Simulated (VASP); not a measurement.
Set up this calculation in VASP 6.6.1, as the native input.

```
Task                   : single point
Functional             : PBE
Potentials or basis    : VASP PAW PBE potentials, release 64 (Ca_sv, O)
Cutoff                 : 520 eV
k mesh                 : 6 × 6 × 6
Occupations            : gaussian, width 0.01 eV
Spin                   : no spin polarisation
Dipole correction      : no
Further INCAR settings : ALGO = Normal; EDIFF = 1e-06; NBANDS = 15
```

The structure of CaO lies in POSCAR:

```
CaO
1.0
    2.9508110134      0.0000000000      0.0000000000
    0.0000000000      2.9508110134      0.0000000000
    0.0000000000      0.0000000000      2.9508110134
Ca O
1 1
Direct
    0.0000000000      0.0000000000      0.0000000000
    0.5000000000      0.5000000000      0.5000000000
```

This cell differs from its parent crystal: volume changed by +5%.

One way to write it, as run:

INCAR

```
SYSTEM = CaO
PREC = Accurate
ENCUT = 520
EDIFF = 1E-6
ISMEAR = 0
SIGMA = 0.01
LREAL = .FALSE.
LASPH = .TRUE.
NELM = 60
ALGO = Normal
ISIF = 2
LWAVE = .FALSE.
LCHARG = .FALSE.
GGA = PE
NBANDS = 15
```

KPOINTS

```
regular mesh
0
G
  6 6 6
  0 0 0
```

Potentials or basis: VASP PAW PBE potentials, release 64 (Ca_sv, O).

Run with:

```console
$ cat potpaw_PBE.64/Ca_sv/POTCAR potpaw_PBE.64/O/POTCAR > POTCAR
$ mpirun -np 1 vasp_std > vasp.out
```

Results of the run:

```
Pressure               : -1.2 GPa
Band gap on the k mesh : 2.77 eV, indirect (least direct gap 3.08 eV)
```

Wall time 4.6 s on 1 thread of AMD EPYC 9R45 96-Core Processor (Zen 5) (shared host), peak memory 0.11 GiB.
